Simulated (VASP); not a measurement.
# GaP (I-4m2) in VASP: notebook

The runs below take GaP through single point, with PBE.

All numbers are computed with VASP 6.6.1; they aren't measurements. Logs are shortened: lines on timing, memory, paths and dates and some standing lists are left out, and cuts for length are marked.

## Step 1: The cell of the first run

The structure is tetragonal, space group I-4m2 (No. 119). Conventional cell: a = 3.926 Å, b = 3.926 Å, c = 5.702 Å, α = 90.00°, β = 90.00°, γ = 90.00°. Within 3.2 Å of Ga (site symmetry -4m2) lie 4 P at 2.43 Å. Within 3.2 Å of P (site symmetry -4m2) lie 4 Ga at 2.43 Å.

## Step 2: Single point, PBE (21.97 Å³/atom)

INCAR

```
  ALGO = Normal
  EDIFF = 1E-6
  ENCUT = 520
  GGA = PE
  ISIF = 2
  ISMEAR = 0
  LASPH = T
  LCHARG = F
  LREAL = F
  LWAVE = F
  NBANDS = 16
  NELM = 100
  PREC = Accurate
  SIGMA = 0.05
```

KPOINTS

```
k-points
0
Gamma
  10 10 10
```

POSCAR

```
GaP
1.0
    0.0000000000      2.8510099707      2.7757861657
    2.7757861657      0.0000000000      2.7757861657
    2.7757861657      2.8510099707      0.0000000000
Ga P
1 1
Direct
    0.0000000000      0.0000000000      0.0000000000
    0.7500000000      0.7500000000      0.7500000000
```

Potentials or basis: VASP PAW PBE potentials, release 64 (Ga_d, P).

Command:

```
> cat potpaw_PBE.64/Ga_d/POTCAR potpaw_PBE.64/P/POTCAR > POTCAR
> mpirun -np 1 vasp_std > vasp.out
```

OUTCAR:

```text
EDIFF = 1E-6
   ENCUT = 520
   GGA = PE
   ISIF = 2
   ISMEAR = 0
   LASPH = T
   LREAL = F
   NELM = 100
   PREC = Accurate

 ion  position               nearest neighbor table
   1  0.000  0.000  0.000-   2 2.43   2 2.43   2 2.43   2 2.43
   2  0.750  0.750  0.750-   1 2.43   1 2.43   1 2.43   1 2.43

  LATTYP: Found a body centered tetragonal cell.
 ALAT       =     3.9255544418
 C/A-ratio  =     1.4525387499

  Lattice vectors:

 A1 = (   0.0000000000,  -2.8510099707,   2.7757861657)
 A2 = (   0.0000000000,  -2.8510099707,  -2.7757861657)
 A3 = (   2.7757861657,   2.8510099707,   0.0000000000)

Analysis of symmetry for initial positions (statically):
=====================================================================
 Subroutine PRICEL returns:
 Original cell was already a primitive cell.

 Routine SETGRP: Setting up the symmetry group for a
 body centered tetragonal supercell.

 Subroutine GETGRP returns: Found  8 space group operations
 (whereof  8 operations were pure point group operations)
 out of a pool of 16 trial point group operations.

The static configuration has the point symmetry D_2d.

Analysis of symmetry for dynamics (positions and initial velocities):
=====================================================================
 Subroutine PRICEL returns:
 Original cell was already a primitive cell.

 Routine SETGRP: Setting up the symmetry group for a
 body centered tetragonal supercell.

 Subroutine GETGRP returns: Found  8 space group operations
 (whereof  8 operations were pure point group operations)
 out of a pool of 16 trial point group operations.

The dynamic configuration has the point symmetry D_2d.

 Subroutine INISYM returns: Found  8 space group operations
 (whereof  8 operations are pure point group operations),
 and found     1 'primitive' translations

----------------------------------------------------------------------------------------

                                     Primitive cell

  volume of cell :      43.9340

  direct lattice vectors                    reciprocal lattice vectors
     0.000000000  2.851009971  2.775786166    -0.180129149  0.175376447  0.180129149
     2.775786166  0.000000000  2.775786166     0.180129149 -0.175376447  0.180129149
     2.775786166  2.851009971  0.000000000     0.180129149  0.175376447 -0.180129149

  length of vectors
     3.979101242  3.925554442  3.979101242     0.309273211  0.309273211  0.309273211

  position of ions in fractional coordinates (direct lattice)
     0.000000000  0.000000000  0.000000000
     0.750000000  0.750000000  0.750000000

  ion indices of the primitive-cell ions
   primitive index   ion index
                 1           1
                 2           2

----------------------------------------------------------------------------------------

 KPOINTS: k-points

Automatic generation of k-mesh.
 Grid dimensions read from file:
 generate k-points for:   10   10   10

 Generating k-lattice:

  Cartesian coordinates                     Fractional coordinates (reciprocal lattice)
    -0.018012915  0.017537645  0.018012915     0.100000000  0.000000000  0.000000000
     0.018012915 -0.017537645  0.018012915     0.000000000  0.100000000  0.000000000
     0.018012915  0.017537645 -0.018012915     0.000000000  0.000000000  0.100000000

  Length of vectors
     0.030927321  0.030927321  0.030927321

  Shift w.r.t. Gamma in fractional coordinates (k-lattice)
     0.000000000  0.000000000  0.000000000

 Subroutine IBZKPT returns following result:
 ===========================================

 Found    102 irreducible k-points:

 Following reciprocal coordinates:
            Coordinates               Weight
  0.000000  0.000000  0.000000      1.000000
  0.100000  0.000000 -0.000000      8.000000
  0.200000  0.000000 -0.000000      8.000000
  0.300000  0.000000 -0.000000      8.000000
  0.400000  0.000000 -0.000000      8.000000
  0.500000  0.000000  0.000000      4.000000
[... 16 lines left out ...]
  0.300000  0.300000  0.000000      4.000000
  0.400000  0.300000 -0.000000     16.000000
 [... further k-points ...]
   k-points           NKPTS =    102   k-points in BZ     NKDIM =    102   number of bands    NBANDS=     16
   number of dos      NEDOS =    301   number of ions     NIONS =      2
   total plane-waves  NPLWV =  27000
   dimension x,y,z NGX =    30 NGY =   30 NGZ =   30
   dimension x,y,z NGXF=    60 NGYF=   60 NGZF=   60
   ions per type =               1   1
   NGX,Y,Z   is equivalent  to a cutoff of  12.53, 12.70, 12.53 a.u.
   NGXF,Y,Z  is equivalent  to a cutoff of  25.07, 25.41, 25.07 a.u.
 SYSTEM =  unknown system
   PREC   = accura    normal or accurate (medium, high low for compatibility)
   ISTART =      0    job   : 0-new  1-cont  2-samecut
   ICHARG =      2    charge: 1-file 2-atom 10-const
   ISPIN  =      1    spin polarized calculation?
   LNONCOLLINEAR =      F non collinear calculations
   LSORBIT =      F    spin-orbit coupling
   LASPH  =      T    aspherical Exc in radial PAW
   ENCUT  =  520.0 eV  38.22 Ry    6.18 a.u.   7.40  7.30  7.40*2*pi/ulx,y,z
   NELM   =    100;   NELMIN=  2; NELMDL= -5     # of ELM steps
   EDIFF  = 0.1E-05   stopping-criterion for ELM
   LREAL  =      F    real-space projection
   EDIFFG = 0.1E-04   stopping-criterion for IOM
   NSW    =      0    number of steps for IOM
   IBRION =     -1    ionic relax: 0-MD 1-quasi-New 2-CG
   NFREE  =      0    steps in history (QN), initial steepest desc. (CG)
   ISIF   =      2    stress and relaxation
   ISYM   =      2    0-nonsym 1-usesym 2-fastsym
   POTIM  = 0.5000    time-step for ionic-motion
   TEBEG  =    0.0;   TEEND  =   0.0 temperature during run
   PSTRESS=    0.0 pullay stress
   NELECT =      18.0000    total number of electrons
   NUPDOWN=      -1.0000    fix difference up-down
   EMIN   =  10.00;   EMAX   =-10.00  energy-range for DOS
   EFERMI =   0.00;   METHOD = LEGACY
   ISMEAR =     0;   SIGMA  =   0.05  broadening in eV -4-tet -1-fermi 0-gaus
   EFERMI_NEDOS =   21; number of points for ismear=-14 and -15
   IALGO  =     38    algorithm
   IMIX   =      4    mixing-type and parameters
     AMIX     =   0.40;   BMIX     =  1.00
     AMIX_MAG =   1.60;   BMIX_MAG =  1.00
  volume/ion in A,a.u.               =      21.97       148.24
  Fermi-wavevector in a.u.,A,eV,Ry     =   1.215902  2.297723 20.115110  1.478419
  Thomas-Fermi vector in A             =   2.351274
   LORBIT       =      0    0 simple, 1 ext, 2 COOP (PROOUT), +10 PAW based schemes
   GGA     = PE    functional components
   LHFCALC =     F    Hartree Fock is set to
   AEXX    =    0.0000 exact exchange contribution
   IVDW    =     0    specifies the selected vdW correction
   LEPSILON=     F    determine dielectric tensor
   LRPA    =     F    only Hartree local field effects (RPA)
 non-spin polarized calculation
 Gauss-broadening in eV      SIGMA  =   0.05
  energy-cutoff  :      520.00
  volume of cell :       43.93
 maximum number of plane-waves:      1211
 NGX is ok and might be reduce to    30
   NGX = 15   NGY = 15   NGZ = 15

 number of electron      18.0000011 magnetization

 Free energy of the ion-electron system (eV)
  ---------------------------------------------------
  ext. energy  EPLUGINS =         0.00000000
  ---------------------------------------------------
  free energy    TOTEN  =        -9.09768927 eV

  energy without entropy =       -9.09768927  energy(sigma->0) =       -9.09768927

 E-fermi :   4.0999     XC(G=0):  -9.4663

 val. band max:        3.9007254226   @ k =   0.0000   0.0000   0.0000
 cond. band min:       5.0077767430   @ k =   0.0000   0.0000   0.0000
 fundamental gap:      1.1070513204
 Fermi energy:         4.0998928709

 k-point     1 :       0.0000    0.0000    0.0000
  band No.  band energies     occupation
      1     -10.5889      2.00000
      2     -10.5808      2.00000
      3     -10.5808      2.00000
      4     -10.5093      2.00000
      5     -10.5040      2.00000
      6      -8.0529      2.00000
[... 8 lines left out ...]
     15      13.2872      0.00000
     16      13.7534      0.00000

 k-point     2 :       0.1000    0.0000   -0.0000
  band No.  band energies     occupation
      1     -10.5912      2.00000
      2     -10.5821      2.00000
      3     -10.5785      2.00000
      4     -10.5095      2.00000
      5     -10.5039      2.00000
      6      -7.9363      2.00000
[... 8 lines left out ...]
     15      12.9753      0.00000
     16      13.2818      0.00000

 k-point     3 :       0.2000    0.0000   -0.0000
  band No.  band energies     occupation
      1     -10.6049      2.00000
      2     -10.5778      2.00000
      3     -10.5729      2.00000
      4     -10.5094      2.00000
      5     -10.5031      2.00000
      6      -7.5986      2.00000
[... 8 lines left out ...]
     15      12.8092      0.00000
     16      13.6890      0.00000

 k-point     4 :       0.3000    0.0000   -0.0000
  band No.  band energies     occupation
      1     -10.6225      2.00000
      2     -10.5719      2.00000
      3     -10.5671      2.00000
      4     -10.5083      2.00000
      5     -10.5010      2.00000
      6      -7.0856      2.00000
[... 8 lines left out ...]
     15      13.0690      0.00000
     16      13.4367      0.00000
[... 324 lines left out ...]
 k-point    22 :      -0.2000    0.2000    0.0000
  band No.  band energies     occupation
      1     -10.6275      2.00000
      2     -10.5670      2.00000
      3     -10.5633      2.00000
      4     -10.5097      2.00000
      5     -10.5024      2.00000
      6      -6.9147      2.00000
[... 8 lines left out ...]
     15      14.6654      0.00000
     16      15.4375      0.00000

 k-point    23 :       0.3000    0.3000    0.0000
  band No.  band energies     occupation
      1     -10.6439      2.00000
      2     -10.5546      2.00000
      3     -10.5509      2.00000
      4     -10.5246      2.00000
      5     -10.4937      2.00000
      6      -6.7260      2.00000
[... 8 lines left out ...]
     15      14.7164      0.00000
     16      17.0872      0.00000

 k-point    24 :       0.4000    0.3000   -0.0000
  band No.  band energies     occupation
      1     -10.6536      2.00000
      2     -10.5488      2.00000
      3     -10.5459      2.00000
      4     -10.5266      2.00000
      5     -10.4919      2.00000
      6      -6.2652      2.00000
[... 8 lines left out ...]
     15      15.3536      0.00000
     16      17.0673      0.00000

 [... further k-points ...]

------------------------ aborting loop because EDIFF is reached ----------------------------------------

  FORCE on cell =-STRESS in cart. coord.  units (eV):
  Direction    XX          YY          ZZ          XY          YZ          ZX
  --------------------------------------------------------------------------------------
  -------------------------------------------------------------------------------------
  Total       -0.7943957     -1.3410912     -0.7943957      0.0000000     -0.0000000      0.0000000
  in kB      -28.9698831    -48.9066751    -28.9698831      0.0000000     -0.0000000      0.0000000
  external PRESSURE =     -35.6154804 kB  Pullay stress =       0.0000000 kB

 VOLUME and BASIS-vectors are now :
 -----------------------------------------------------------------------------
  energy-cutoff  :      520.00
  volume of cell :       43.93
      direct lattice vectors                 reciprocal lattice vectors
     0.000000000  2.851009971  2.775786166    -0.180129149  0.175376447  0.180129149
     2.775786166  0.000000000  2.775786166     0.180129149 -0.175376447  0.180129149
     2.775786166  2.851009971  0.000000000     0.180129149  0.175376447 -0.180129149

 POSITION                                       TOTAL-FORCE (eV/Angst)
 -----------------------------------------------------------------------------------
      0.00000      0.00000      0.00000         0.000000      0.000000      0.000000
      4.16368      4.27651      4.16368         0.000000     -0.000000     -0.000000
 -----------------------------------------------------------------------------------
    total drift:                               -0.000002     -0.000002     -0.000001

  FREE ENERGIE OF THE ION-ELECTRON SYSTEM (eV)
  ---------------------------------------------------
  free  energy   TOTEN  =        -9.0976892672 eV

  energy  without entropy=       -9.0976892672  energy(sigma->0) =       -9.09768927
```

Wall time 69 s (1 thread of Intel Xeon Platinum 8259CL at 2.50GHz (Skylake/Cascade Lake), shared host); peak memory 0.21 GiB.

Results:

| Property | Result |
| --- | --- |
| Free energy | -9.0977 eV |
| Pressure | -3.6 GPa |
| Band gap on the k mesh | 1.11 eV |

Caveat: the cell stands under tension. As with any semilocal functional, this PBE gap is likely too small.

## Step 3: Single point, PBE (21.97 Å³/atom)

INCAR

```
PREC     = Accurate       # precision mode
ENCUT    = 520            # plane-wave cutoff, eV
EDIFF    = 1E-6           # SCF threshold, eV
ISMEAR   = 0              # smearing method
SIGMA    = 0.05           # smearing width, eV
LREAL    = F              # projectors in reciprocal space
LASPH    = T              # aspherical terms in the spheres
NELM     = 60             # most SCF steps
ALGO     = Normal         # electronic algorithm
ISIF     = 2              # what is computed and relaxed
LWAVE    = F              # write WAVECAR
LCHARG   = F              # write CHGCAR
GGA      = PE             # functional
NBANDS   = 16             # bands
```

KPOINTS

```
Automatic mesh
0
Gamma
  10 10 10
```

POSCAR

```
GaP
1.0
    0.0000000000      2.7511269220      2.8257260907
    2.8257260907      0.0000000000      2.8257260907
    2.8257260907      2.7511269220      0.0000000000
Ga P
1 1
Direct
    0.0000000000      0.0000000000      0.0000000000
    0.7500000000      0.7500000000      0.7500000000
```

Potentials or basis: VASP PAW PBE potentials, release 64 (Ga_d, P).

Command:

```
> cat potpaw_PBE.64/Ga_d/POTCAR potpaw_PBE.64/P/POTCAR > POTCAR
> mpirun -np 1 vasp_std > vasp.out
```

Run time: 57 s. Hardware: 1 thread of Intel Xeon Platinum 8259CL at 2.50GHz (Skylake/Cascade Lake), shared host; peak memory 0.21 GiB.

It converged, with:

```
Free energy            : -9.0980 eV
Pressure               : -3.6 GPa
Band gap on the k mesh : 1.07 eV
```

Stress tensor (GPa, compression positive):
```
-4.17  0.00  0.00
 0.00 -2.34  0.00
 0.00  0.00 -4.17
```

Levels at points of the mesh, in eV from the valence-band top:
| k point | band 5 | band 6 | band 7 | band 8 | band 9 | band 10 | band 11 | band 12 | band 13 | band 14 |
| --- | --- | --- | --- | --- | --- | --- | --- | --- | --- | --- |
| (0.00, 0.00, 0.00) | -14.45 | -11.99 | -0.13 | -0.13 | 0.00 | 1.07 | 3.77 | 3.84 | 3.84 | 8.37 |
| (0.50, 0.00, 0.00) | -14.44 | -10.18 | -6.28 | -1.19 | -0.99 | 1.32 | 4.55 | 4.75 | 8.02 | 10.23 |
| (0.50, 0.50, 0.00) | -14.43 | -9.43 | -6.53 | -2.45 | -2.43 | 1.78 | 1.87 | 9.84 | 9.88 | 10.30 |
| (0.50, 0.00, 0.50) | -14.43 | -9.33 | -6.37 | -2.61 | -2.61 | 1.62 | 1.63 | 9.89 | 9.89 | 10.53 |

Caveat: the cell stands under tension.

(Part 1 of 2 ends here.)
